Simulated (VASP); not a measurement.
# LiH (F-43m) in VASP: notebook, part 2 of 3

VASP 6.6.1. The steps go on from the part before.

## (3) Single point, r2SCAN (strain +3.4%)

Input file POSCAR:

```
LiH
1.0
    0.0000000000      2.2169835972      2.2169835972
    2.2169835972      0.0000000000      2.2169835972
    2.2169835972      2.2169835972      0.0000000000
Li H
1 1
Direct
    0.0000000000      0.0000000000      0.0000000000
    0.2500000000      0.2500000000      0.2500000000
```

Input file INCAR.step1:

```
PREC     = Accurate       # precision mode
ENCUT    = 520            # plane-wave cutoff, eV
ISMEAR   = 0              # smearing method
SIGMA    = 0.01           # smearing width, eV
LREAL    = F              # projectors in reciprocal space
LASPH    = T              # aspherical terms in the spheres
NELM     = 80             # most SCF steps
NBANDS   = 9              # bands
GGA      = PE             # functional
ALGO     = Normal         # electronic algorithm
EDIFF    = 1E-4           # SCF threshold, eV
LWAVE    = T              # write WAVECAR
LCHARG   = F              # write CHGCAR
```

Input file INCAR.step2:

```
PREC     = Accurate       # precision mode
ENCUT    = 520            # plane-wave cutoff, eV
EDIFF    = 1E-7           # SCF threshold, eV
ISMEAR   = 0              # smearing method
SIGMA    = 0.01           # smearing width, eV
LREAL    = F              # projectors in reciprocal space
LASPH    = T              # aspherical terms in the spheres
NELM     = 80             # most SCF steps
ALGO     = Normal         # electronic algorithm
ISIF     = 2              # what is computed and relaxed
LWAVE    = F              # write WAVECAR
LCHARG   = F              # write CHGCAR
METAGGA  = R2SCAN         # meta-GGA
LMIXTAU  = T            
NBANDS   = 9              # bands
ISTART   = 1
```

Input file KPOINTS:

```
Automatic mesh
0
Gamma
  10 10 10
```

Potentials or basis: VASP PAW PBE potentials, release 64 (Li_sv, H).

Launch:

```console
$ cat potpaw_PBE.64/Li_sv/POTCAR potpaw_PBE.64/H/POTCAR > POTCAR
$ cp INCAR.step1 INCAR
$ mpirun -np 1 vasp_std > vasp.out
$ cp INCAR.step2 INCAR
$ mpirun -np 1 vasp_std > vasp.out
```

OUTCAR:

```text
PREC = Accurate
   ENCUT = 520
   EDIFF = 1E-7
   ISMEAR = 0
   LREAL = F
   LASPH = T
   NELM = 80
   ISIF = 2
   METAGGA = R2SCAN
   ISTART = 1

 ion  position               nearest neighbor table
   1  0.000  0.000  0.000-
   2  0.250  0.250  0.250-

  LATTYP: Found a face centered cubic cell.
 ALAT       =     4.4339671944

  Lattice vectors:

 A1 = (   0.0000000000,   2.2169835972,   2.2169835972)
 A2 = (   2.2169835972,   0.0000000000,   2.2169835972)
 A3 = (   2.2169835972,   2.2169835972,   0.0000000000)

Analysis of symmetry for initial positions (statically):
=====================================================================
 Subroutine PRICEL returns:
 Original cell was already a primitive cell.

 Routine SETGRP: Setting up the symmetry group for a
 face centered cubic supercell.

 Subroutine GETGRP returns: Found 24 space group operations
 (whereof 24 operations were pure point group operations)
 out of a pool of 48 trial point group operations.

The static configuration has the point symmetry T_d .

Analysis of symmetry for dynamics (positions and initial velocities):
=====================================================================
 Subroutine PRICEL returns:
 Original cell was already a primitive cell.

 Routine SETGRP: Setting up the symmetry group for a
 face centered cubic supercell.

 Subroutine GETGRP returns: Found 24 space group operations
 (whereof 24 operations were pure point group operations)
 out of a pool of 48 trial point group operations.

The dynamic configuration has the point symmetry T_d .

 Subroutine INISYM returns: Found 24 space group operations
 (whereof 24 operations are pure point group operations),
 and found     1 'primitive' translations

----------------------------------------------------------------------------------------

                                     Primitive cell

  volume of cell :      21.7930

  direct lattice vectors                    reciprocal lattice vectors
     0.000000000  2.216983597  2.216983597    -0.225531664  0.225531664  0.225531664
     2.216983597  0.000000000  2.216983597     0.225531664 -0.225531664  0.225531664
     2.216983597  2.216983597  0.000000000     0.225531664  0.225531664 -0.225531664

  length of vectors
     3.135288271  3.135288271  3.135288271     0.390632301  0.390632301  0.390632301

  position of ions in fractional coordinates (direct lattice)
     0.000000000  0.000000000  0.000000000
     0.250000000  0.250000000  0.250000000

  ion indices of the primitive-cell ions
   primitive index   ion index
                 1           1
                 2           2

----------------------------------------------------------------------------------------

 KPOINTS: Automatic mesh

Automatic generation of k-mesh.
 Grid dimensions read from file:
 generate k-points for:   10   10   10

 Generating k-lattice:

  Cartesian coordinates                     Fractional coordinates (reciprocal lattice)
    -0.022553166  0.022553166  0.022553166     0.100000000  0.000000000  0.000000000
     0.022553166 -0.022553166  0.022553166     0.000000000  0.100000000  0.000000000
     0.022553166  0.022553166 -0.022553166     0.000000000  0.000000000  0.100000000

  Length of vectors
     0.039063230  0.039063230  0.039063230

  Shift w.r.t. Gamma in fractional coordinates (k-lattice)
     0.000000000  0.000000000  0.000000000

 Subroutine IBZKPT returns following result:
 ===========================================

 Found     47 irreducible k-points:

 Following reciprocal coordinates:
            Coordinates               Weight
  0.000000  0.000000  0.000000      1.000000
  0.100000  0.000000  0.000000      8.000000
  0.200000  0.000000  0.000000      8.000000
  0.300000  0.000000  0.000000      8.000000
  0.400000  0.000000  0.000000      8.000000
  0.500000  0.000000  0.000000      4.000000
[... 16 lines left out ...]
  0.300000  0.300000  0.000000      6.000000
  0.400000  0.300000  0.000000     24.000000
 [... further k-points ...]
   k-points           NKPTS =     47   k-points in BZ     NKDIM =     47   number of bands    NBANDS=      9
   number of dos      NEDOS =    301   number of ions     NIONS =      2
   total plane-waves  NPLWV =  13824
   dimension x,y,z NGX =    24 NGY =   24 NGZ =   24
   dimension x,y,z NGXF=    48 NGYF=   48 NGZF=   48
   ions per type =               1   1
   NGX,Y,Z   is equivalent  to a cutoff of  12.73, 12.73, 12.73 a.u.
   NGXF,Y,Z  is equivalent  to a cutoff of  25.45, 25.45, 25.45 a.u.
 SYSTEM =  unknown system
   PREC   = accura    normal or accurate (medium, high low for compatibility)
   ISTART =      1    job   : 0-new  1-cont  2-samecut
   ICHARG =      0    charge: 1-file 2-atom 10-const
   ISPIN  =      1    spin polarized calculation?
   LNONCOLLINEAR =      F non collinear calculations
   LSORBIT =      F    spin-orbit coupling
   LASPH  =      T    aspherical Exc in radial PAW
   ENCUT  =  520.0 eV  38.22 Ry    6.18 a.u.   5.83  5.83  5.83*2*pi/ulx,y,z
   NELM   =     80;   NELMIN=  2; NELMDL=  0     # of ELM steps
   EDIFF  = 0.1E-06   stopping-criterion for ELM
   LREAL  =      F    real-space projection
   EDIFFG = 0.1E-05   stopping-criterion for IOM
   NSW    =      0    number of steps for IOM
   IBRION =     -1    ionic relax: 0-MD 1-quasi-New 2-CG
   NFREE  =      0    steps in history (QN), initial steepest desc. (CG)
   ISIF   =      2    stress and relaxation
   ISYM   =      2    0-nonsym 1-usesym 2-fastsym
   POTIM  = 0.5000    time-step for ionic-motion
   TEBEG  =    0.0;   TEEND  =   0.0 temperature during run
   PSTRESS=    0.0 pullay stress
   NELECT =       4.0000    total number of electrons
   NUPDOWN=      -1.0000    fix difference up-down
   EMIN   =  10.00;   EMAX   =-10.00  energy-range for DOS
   EFERMI =   0.00;   METHOD = LEGACY
   ISMEAR =     0;   SIGMA  =   0.01  broadening in eV -4-tet -1-fermi 0-gaus
   EFERMI_NEDOS =   21; number of points for ismear=-14 and -15
   IALGO  =     38    algorithm
   IMIX   =      4    mixing-type and parameters
     AMIX     =   0.40;   BMIX     =  1.00
     AMIX_MAG =   1.60;   BMIX_MAG =  1.00
  volume/ion in A,a.u.               =      10.90        73.53
  Fermi-wavevector in a.u.,A,eV,Ry     =   0.930370  1.758144 11.777043  0.865588
  Thomas-Fermi vector in A             =   2.056751
   LORBIT       =      0    0 simple, 1 ext, 2 COOP (PROOUT), +10 PAW based schemes
   METAGGA = R2SCAN    functional components
   LHFCALC =     F    Hartree Fock is set to
   AEXX    =    0.0000 exact exchange contribution
   IVDW    =     0    specifies the selected vdW correction
   LEPSILON=     F    determine dielectric tensor
   LRPA    =     F    only Hartree local field effects (RPA)
 non-spin polarized calculation
 Gauss-broadening in eV      SIGMA  =   0.01
  energy-cutoff  :      520.00
  volume of cell :       21.79
 maximum number of plane-waves:       600
   NGX = 11   NGY = 11   NGZ = 11

 number of electron       4.0000009 magnetization

 Free energy of the ion-electron system (eV)
  ---------------------------------------------------
  ext. energy  EPLUGINS =         0.00000000
  ---------------------------------------------------
  free energy    TOTEN  =        -6.69411319 eV

  energy without entropy =       -6.69411319  energy(sigma->0) =       -6.69411319

 E-fermi :  -2.0839     XC(G=0):  -7.6482

 val. band max:       -2.2467922621   @ k =  -0.3000   0.5000   0.2000
 cond. band min:       2.4192680947   @ k =   0.5000   0.0000   0.0000
 fundamental gap:      4.6660603568
 Fermi energy:        -2.0838991070

 k-point     1 :       0.0000    0.0000    0.0000
  band No.  band energies     occupation
      1     -47.1785      2.00000
      2      -5.6607      2.00000
      3      10.9675      0.00000
      4      15.6129      0.00000
      5      15.6129      0.00000
      6      15.6142      0.00000
      7      17.2332      0.00000
      8      17.2332      0.00000
      9      17.2333      0.00000

 k-point     2 :       0.1000    0.0000    0.0000
  band No.  band energies     occupation
      1     -47.1771      2.00000
      2      -5.5098      2.00000
      3      10.0302      0.00000
      4      14.1340      0.00000
      5      14.8825      0.00000
      6      14.8834      0.00000
      7      18.2170      0.00000
      8      18.2173      0.00000
      9      20.0634      0.00000
[... 253 lines left out ...]
 k-point    24 :       0.4000    0.3000    0.0000
  band No.  band energies     occupation
      1     -47.1627      2.00000
      2      -3.3844      2.00000
      3       5.7285      0.00000
      4       8.8277      0.00000
      5       9.6334      0.00000
      6      11.2910      0.00000
      7      16.5268      0.00000
      8      24.6176      0.00000
      9      25.5197      0.00000

 [... further k-points ...]
[... 5 lines left out ...]
  --------------------------------------------------------------------------------------
  -------------------------------------------------------------------------------------
  Total       -0.3533408     -0.3533408     -0.3533408      0.0000000      0.0000000     -0.0000000
  in kB      -25.9768745    -25.9768745    -25.9768745      0.0000000      0.0000000     -0.0000000
  external PRESSURE =     -25.9768745 kB  Pullay stress =       0.0000000 kB

 VOLUME and BASIS-vectors are now :
 -----------------------------------------------------------------------------
  energy-cutoff  :      520.00
  volume of cell :       21.79
      direct lattice vectors                 reciprocal lattice vectors
     0.000000000  2.216983597  2.216983597    -0.225531664  0.225531664  0.225531664
     2.216983597  0.000000000  2.216983597     0.225531664 -0.225531664  0.225531664
     2.216983597  2.216983597  0.000000000     0.225531664  0.225531664 -0.225531664

 POSITION                                       TOTAL-FORCE (eV/Angst)
 -----------------------------------------------------------------------------------
      0.00000      0.00000      0.00000         0.000000      0.000000      0.000000
      1.10849      1.10849      1.10849        -0.000000     -0.000000     -0.000000
 -----------------------------------------------------------------------------------
    total drift:                                0.000000      0.000000      0.000000

  FREE ENERGIE OF THE ION-ELECTRON SYSTEM (eV)
  ---------------------------------------------------
  free  energy   TOTEN  =        -6.6941131865 eV

  energy  without entropy=       -6.6941131865  energy(sigma->0) =       -6.69411319
```

It took 13 s on 1 thread of Intel Xeon 6975P-C (Granite Rapids), shared host; peak memory 0.13 GiB.

What came out:

```
Free energy            : -6.6941 eV
Band gap on the k mesh : 4.67 eV (least direct gap 5.60 eV)
```

Caveat: the cell differs from its parent crystal (strain +3.4%); the cutoff is under 1.25 times the usual one of these potentials, so pressure, stress and relaxed cells hold a basis-set (Pulay) error; the structure was generated, so it needn't be the stable form of LiH; the PAW data sets were made with another functional, which shifts forces and pressure a little.

(Part 2 of 3 ends here.)
